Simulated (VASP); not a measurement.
# SiC (P6_3mc) in VASP: a series of runs, part 2 of 2

VASP 6.6.1.

### Step 4. Single point, LDA (c/a of the conventional cell at fixed volume 1.5100)

INCAR reads:

```
ALGO = Normal
EDIFF = 1E-7
ENCUT = 520
ISIF = 2
ISMEAR = 0
LASPH = T
LCHARG = T
LELF = T
LREAL = F
LVHAR = T
LWAVE = F
NBANDS = 16
NELM = 80
PREC = Accurate
SIGMA = 0.05
```

KPOINTS reads:

```
k-points
0
Gamma
  12 12 6
```

POSCAR reads:

```
SiC
1.0
    3.1423316029      0.0000000000      0.0000000000
   -1.5711658015      2.7213389952      0.0000000000
    0.0000000000      0.0000000000      4.7449207204
Si C
2 2
Direct
    0.3333333333      0.6666666667      0.0046041256
    0.6666666667      0.3333333333      0.5046041256
    0.3333333333      0.6666666667      0.3355409659
    0.6666666667      0.3333333333      0.8355409659
```

Potentials or basis: VASP PAW LDA potentials, release 64 (Si, C).

Run with:

```sh
> cat potpaw_LDA.64/Si/POTCAR potpaw_LDA.64/C/POTCAR > POTCAR
> mpirun -np 1 vasp_std > vasp.out
```

OUTCAR:

```text
EDIFF = 1E-7
   ENCUT = 520
   ISIF = 2
   ISMEAR = 0
   LASPH = T
   LREAL = F
   NELM = 80
   PREC = Accurate

 ion  position               nearest neighbor table
   1  0.333  0.667  0.005-   3 1.57   4 1.98   4 1.98   4 1.98   2 2.99   2 2.99   2 2.99   2 2.99
                             2 2.99   2 2.99
   2  0.667  0.333  0.505-   4 1.57   3 1.98   3 1.98   3 1.98   1 2.99   1 2.99   1 2.99   1 2.99
                             1 2.99   1 2.99
   3  0.333  0.667  0.336-   1 1.57   2 1.98   2 1.98   2 1.98
   4  0.667  0.333  0.836-   2 1.57   1 1.98   1 1.98   1 1.98

  LATTYP: Found a hexagonal cell.
 ALAT       =     3.1423316029
 C/A-ratio  =     1.5100000000

  Lattice vectors:

 A1 = (   3.1423316029,   0.0000000000,   0.0000000000)
 A2 = (  -1.5711658015,   2.7213389952,   0.0000000000)
 A3 = (   0.0000000000,   0.0000000000,   4.7449207204)

Analysis of symmetry for initial positions (statically):
=====================================================================
 Subroutine PRICEL returns:
 Original cell was already a primitive cell.

 Routine SETGRP: Setting up the symmetry group for a
 hexagonal supercell.

 Subroutine GETGRP returns: Found 12 space group operations
 (whereof  6 operations were pure point group operations)
 out of a pool of 24 trial point group operations.

The static configuration has the point symmetry C_3v.
 The point group associated with its full space group is C_6v.

Analysis of symmetry for dynamics (positions and initial velocities):
=====================================================================
 Subroutine PRICEL returns:
 Original cell was already a primitive cell.

 Routine SETGRP: Setting up the symmetry group for a
 hexagonal supercell.

 Subroutine GETGRP returns: Found 12 space group operations
 (whereof  6 operations were pure point group operations)
 out of a pool of 24 trial point group operations.

The dynamic configuration has the point symmetry C_3v.
 The point group associated with its full space group is C_6v.

 Subroutine INISYM returns: Found 12 space group operations
 (whereof  6 operations are pure point group operations),
 and found     1 'primitive' translations

----------------------------------------------------------------------------------------

                                     Primitive cell

  volume of cell :      40.5755

  direct lattice vectors                    reciprocal lattice vectors
     3.142331603  0.000000000  0.000000000     0.318235033  0.183733082  0.000000000
    -1.571165802  2.721338995  0.000000000     0.000000000  0.367466163  0.000000000
     0.000000000  0.000000000  4.744920720     0.000000000  0.000000000  0.210751677

  length of vectors
     3.142331603  3.142331603  4.744920720     0.367466163  0.367466163  0.210751677

  position of ions in fractional coordinates (direct lattice)
     0.333333333  0.666666667  0.004604126
     0.666666667  0.333333333  0.504604126
     0.333333333  0.666666667  0.335540966
     0.666666667  0.333333333  0.835540966

  ion indices of the primitive-cell ions
   primitive index   ion index
                 1           1
                 2           2
                 3           3
                 4           4

----------------------------------------------------------------------------------------

 KPOINTS: k-points

Automatic generation of k-mesh.
 Grid dimensions read from file:
 generate k-points for:   12   12    6

 Generating k-lattice:

  Cartesian coordinates                     Fractional coordinates (reciprocal lattice)
     0.026519586  0.015311090  0.000000000     0.083333333  0.000000000  0.000000000
     0.000000000  0.030622180  0.000000000     0.000000000  0.083333333  0.000000000
     0.000000000  0.000000000  0.035125280     0.000000000  0.000000000  0.166666667

  Length of vectors
     0.030622180  0.030622180  0.035125280

  Shift w.r.t. Gamma in fractional coordinates (k-lattice)
     0.000000000  0.000000000  0.000000000

 Subroutine IBZKPT returns following result:
 ===========================================

 Found     76 irreducible k-points:

 Following reciprocal coordinates:
            Coordinates               Weight
  0.000000  0.000000  0.000000      1.000000
  0.083333  0.000000  0.000000      6.000000
  0.166667  0.000000  0.000000      6.000000
  0.250000  0.000000  0.000000      6.000000
  0.333333  0.000000  0.000000      6.000000
  0.416667 -0.000000  0.000000      6.000000
[... 16 lines left out ...]
  0.250000  0.000000  0.166667     12.000000
  0.333333  0.000000  0.166667     12.000000
 [... further k-points ...]
   k-points           NKPTS =     76   k-points in BZ     NKDIM =     76   number of bands    NBANDS=     16
   number of dos      NEDOS =    301   number of ions     NIONS =      4
   total plane-waves  NPLWV =  20736
   dimension x,y,z NGX =    24 NGY =   24 NGZ =   36
   dimension x,y,z NGXF=    48 NGYF=   48 NGZF=   72
   ions per type =               2   2
   NGX,Y,Z   is equivalent  to a cutoff of  12.70, 12.70, 12.61 a.u.
   NGXF,Y,Z  is equivalent  to a cutoff of  25.39, 25.39, 25.23 a.u.
 SYSTEM =  unknown system
   PREC   = accura    normal or accurate (medium, high low for compatibility)
   ISTART =      0    job   : 0-new  1-cont  2-samecut
   ICHARG =      2    charge: 1-file 2-atom 10-const
   ISPIN  =      1    spin polarized calculation?
   LNONCOLLINEAR =      F non collinear calculations
   LSORBIT =      F    spin-orbit coupling
   LASPH  =      T    aspherical Exc in radial PAW
   ENCUT  =  520.0 eV  38.22 Ry    6.18 a.u.   5.84  5.84  8.82*2*pi/ulx,y,z
   NELM   =     80;   NELMIN=  2; NELMDL= -5     # of ELM steps
   EDIFF  = 0.1E-06   stopping-criterion for ELM
   LREAL  =      F    real-space projection
   EDIFFG = 0.1E-05   stopping-criterion for IOM
   NSW    =      0    number of steps for IOM
   IBRION =     -1    ionic relax: 0-MD 1-quasi-New 2-CG
   NFREE  =      0    steps in history (QN), initial steepest desc. (CG)
   ISIF   =      2    stress and relaxation
   ISYM   =      2    0-nonsym 1-usesym 2-fastsym
   POTIM  = 0.5000    time-step for ionic-motion
   TEBEG  =    0.0;   TEEND  =   0.0 temperature during run
   PSTRESS=    0.0 pullay stress
   NELECT =      16.0000    total number of electrons
   NUPDOWN=      -1.0000    fix difference up-down
   EMIN   =  10.00;   EMAX   =-10.00  energy-range for DOS
   EFERMI =   0.00;   METHOD = LEGACY
   ISMEAR =     0;   SIGMA  =   0.05  broadening in eV -4-tet -1-fermi 0-gaus
   EFERMI_NEDOS =   21; number of points for ismear=-14 and -15
   IALGO  =     38    algorithm
   IMIX   =      4    mixing-type and parameters
     AMIX     =   0.40;   BMIX     =  1.00
     AMIX_MAG =   1.60;   BMIX_MAG =  1.00
  volume/ion in A,a.u.               =      10.14        68.45
  Fermi-wavevector in a.u.,A,eV,Ry     =   1.200495  2.268606 19.608550  1.441188
  Thomas-Fermi vector in A             =   2.336329
   LORBIT       =      0    0 simple, 1 ext, 2 COOP (PROOUT), +10 PAW based schemes
   GGA     = CA    functional components
   LHFCALC =     F    Hartree Fock is set to
   AEXX    =    0.0000 exact exchange contribution
   IVDW    =     0    specifies the selected vdW correction
   LEPSILON=     F    determine dielectric tensor
   LRPA    =     F    only Hartree local field effects (RPA)
 non-spin polarized calculation
 Gauss-broadening in eV      SIGMA  =   0.05
  energy-cutoff  :      520.00
  volume of cell :       40.58
 maximum number of plane-waves:      1104
 NGX is ok and might be reduce to    24
   NGX = 11   NGY = 11   NGZ = 17

 number of electron      16.0000001 magnetization

 Free energy of the ion-electron system (eV)
  ---------------------------------------------------
  ext. energy  EPLUGINS =         0.00000000
  ---------------------------------------------------
  free energy    TOTEN  =       -30.77810910 eV

  energy without entropy =      -30.77810910  energy(sigma->0) =      -30.77810910

 E-fermi :   8.8070     XC(G=0): -11.5989

 val. band max:        8.5483113722   @ k =   0.0000   0.0000   0.0000
 cond. band min:       9.8882269680   @ k =   0.3333   0.3333   0.0000
 fundamental gap:      1.3399155958
 Fermi energy:         8.8069713195

 k-point     1 :       0.0000    0.0000    0.0000
  band No.  band energies     occupation
      1      -7.3102      2.00000
      2      -2.8735      2.00000
      3      -0.7036      2.00000
      4       6.6989      2.00000
      5       6.6989      2.00000
      6       7.2255      2.00000
[... 433 lines left out ...]
      3       0.8117      2.00000
      4       2.7075      2.00000
      5       3.7837      2.00000
      6       5.2240      2.00000
[... 8 lines left out ...]
     15      19.9805      0.00000
     16      20.3306      0.00000

 [... further k-points ...]
[... 5 lines left out ...]
  --------------------------------------------------------------------------------------
  -------------------------------------------------------------------------------------
  Total       -5.2667088     -5.2667088     26.9815830      0.0000000      0.0000000      0.0000000
  in kB     -207.9630927   -207.9630927   1065.4041647      0.0000000      0.0000000      0.0000000
  external PRESSURE =     216.4926597 kB  Pullay stress =       0.0000000 kB

 VOLUME and BASIS-vectors are now :
 -----------------------------------------------------------------------------
  energy-cutoff  :      520.00
  volume of cell :       40.58
      direct lattice vectors                 reciprocal lattice vectors
     3.142331603  0.000000000  0.000000000     0.318235033  0.183733082  0.000000000
    -1.571165802  2.721338995  0.000000000     0.000000000  0.367466163  0.000000000
     0.000000000  0.000000000  4.744920720     0.000000000  0.000000000  0.210751677

 POSITION                                       TOTAL-FORCE (eV/Angst)
 -----------------------------------------------------------------------------------
     -0.00000      1.81423      0.02185        -0.000000      0.000000    -10.031600
      1.57117      0.90711      2.39431         0.000000      0.000000    -10.031600
     -0.00000      1.81423      1.59212        -0.000000      0.000000     10.031600
      1.57117      0.90711      3.96458         0.000000     -0.000000     10.031600
 -----------------------------------------------------------------------------------
    total drift:                               -0.000000     -0.000000     -0.000220

  FREE ENERGIE OF THE ION-ELECTRON SYSTEM (eV)
  ---------------------------------------------------
  free  energy   TOTEN  =       -30.7781091022 eV

  energy  without entropy=      -30.7781091022  energy(sigma->0) =      -30.77810910
```

OSZICAR:

```text
N       E                     dE             d eps       ncg     rms          rms(c)
DAV:   1     0.246697451506E+02    0.24670E+02   -0.71786E+03  2432   0.893E+02
DAV:   2    -0.335901787568E+02   -0.58260E+02   -0.53603E+02  3480   0.161E+02
DAV:   3    -0.361554935981E+02   -0.25653E+01   -0.25557E+01  3200   0.316E+01
DAV:   4    -0.361752384376E+02   -0.19745E-01   -0.19743E-01  3088   0.348E+00
DAV:   5    -0.361754413785E+02   -0.20294E-03   -0.20294E-03  3192   0.330E-01    0.150E+01
DAV:   6    -0.309909676527E+02    0.51845E+01   -0.86290E+00  3024   0.190E+01    0.668E+00
DAV:   7    -0.308312473307E+02    0.15972E+00   -0.16279E+00  3400   0.773E+00    0.281E+00
DAV:   8    -0.307844434598E+02    0.46804E-01   -0.89417E-02  2832   0.188E+00    0.853E-01
DAV:   9    -0.307781563861E+02    0.62871E-02   -0.12319E-02  3112   0.771E-01    0.199E-01
DAV:  10    -0.307781002545E+02    0.56132E-04   -0.10836E-03  2728   0.236E-01    0.912E-02
DAV:  11    -0.307781127757E+02   -0.12521E-04   -0.75671E-05  3336   0.564E-02    0.322E-02
DAV:  12    -0.307781092136E+02    0.35621E-05   -0.12992E-05  2920   0.274E-02    0.157E-02
DAV:  13    -0.307781090915E+02    0.12217E-06   -0.23733E-06  3296   0.103E-02    0.260E-03
DAV:  14    -0.307781091022E+02   -0.10761E-07   -0.12064E-07  1880   0.247E-03
   1 F= -.30778109E+02 E0= -.30778109E+02  d E =-.571082E-15
```

stdout:

```text
POSCAR found type information on POSCAR SiC
 POSCAR found :  2 types and       4 ions
 scaLAPACK will be used
 LDA part: xc-table for (Slater(with rela. corr.)+CA(PZ))
 , standard interpolation
 POSCAR, INCAR and KPOINTS ok, starting setup
 FFT: planning ... GRIDC
 FFT: planning ... GRID_SOFT
 FFT: planning ... GRID
 WAVECAR not read
 entering main loop
```

Wall time 42 s (1 thread of Intel Xeon 8259CL, shared host); peak memory 0.16 GiB.

Results:

| Quantity | Value |
| --- | --- |
| Free energy | -30.7781 eV |
| Pressure | 21.6 GPa |
| Largest force | 10.032 eV/Å |
| Band gap on the k mesh | 1.34 eV, indirect (least direct gap 2.88 eV) |

Forces in eV/Å, atoms in the order of the input:
```
Si    0.000   0.000 -10.032
Si    0.000   0.000 -10.032
C     0.000   0.000  10.032
C     0.000   0.000  10.032
```

Levels at points of the mesh, in eV from the valence-band top:
```
           k point  band 6  band 7  band 8  band 9  band 10  band 11
(0.00, 0.00, 0.00)   -1.32    0.00    0.00    3.66     6.01     6.01
(0.50, 0.00, 0.00)   -4.20   -3.81   -0.75    2.13     3.67     5.68
(0.00, 0.00, 0.50)   -1.02   -1.02   -1.02    5.19     5.19     6.75
(0.50, 0.00, 0.50)   -2.66   -2.64   -2.64    3.02     3.02     5.95
```

Caveat: forces of over 1 eV/Å act on the atoms, so gaps and moduli don't describe the material at rest. A k mesh can miss the band edges.

### Step 5. Single point, LDA (c/a of the conventional cell at fixed volume 1.5975)

INCAR reads:

```
  PREC = Accurate
  ENCUT = 520
  EDIFF = 1E-6
  ISMEAR = 0
  SIGMA = 0.05
  LREAL = F
  LASPH = T
  NELM = 100
  ALGO = Normal
  ISIF = 2
  LWAVE = F
  LCHARG = F
  GGA = CA
  NBANDS = 16
```

KPOINTS reads:

```
regular mesh
0
Gamma
  12 12 6
```

POSCAR reads:

```
SiC
1.0
    3.0838793107      0.0000000000      0.0000000000
   -1.5419396554      2.6707178252      0.0000000000
    0.0000000000      0.0000000000      4.9264971988
Si C
2 2
Direct
    0.3333333333      0.6666666667      0.0046041256
    0.6666666667      0.3333333333      0.5046041256
    0.3333333333      0.6666666667      0.3953475106
    0.6666666667      0.3333333333      0.8953475106
```

Run with:

```sh
> cat potpaw_LDA.64/Si/POTCAR potpaw_LDA.64/C/POTCAR > POTCAR
> mpirun -np 1 vasp_std > vasp.out
```

It took 43 s on 1 thread of Intel Xeon 8259CL, shared host; peak memory 0.16 GiB.

The run converged. Its results:

```
Free energy            : -33.1873 eV
Pressure               : 0.3 GPa
Largest force          : 0.953 eV/Å
Band gap on the k mesh : 2.03 eV, indirect (least direct gap 3.80 eV)
```

Forces on the atoms (eV/Å):
```
Si   0.000  0.000  0.953
Si   0.000  0.000  0.953
C    0.000  0.000 -0.953
C    0.000  0.000 -0.953
```

Stress tensor (GPa, compression positive):
```
-1.79  0.00  0.00
 0.00 -1.79  0.00
 0.00  0.00  4.41
```

Levels at points of the mesh, in eV from the valence-band top:
| k point | band 4 | band 5 | band 6 | band 7 | band 8 | band 9 | band 10 | band 11 | band 12 | band 13 |
| --- | --- | --- | --- | --- | --- | --- | --- | --- | --- | --- |
| (0.00, 0.00, 0.00) | -2.03 | -2.03 | -0.63 | -0.63 | 0.00 | 4.04 | 6.01 | 6.01 | 6.32 | 7.45 |
| (0.50, 0.00, 0.00) | -6.72 | -5.74 | -4.02 | -3.54 | -1.78 | 2.03 | 4.10 | 6.54 | 6.92 | 9.91 |
| (0.00, 0.00, 0.50) | -4.45 | -1.39 | -1.39 | -1.39 | -1.39 | 5.22 | 5.22 | 6.69 | 6.69 | 6.69 |
| (0.50, 0.00, 0.50) | -8.84 | -3.10 | -3.10 | -2.43 | -2.43 | 2.93 | 2.93 | 4.77 | 4.77 | 10.27 |

 A k mesh can miss the band edges.
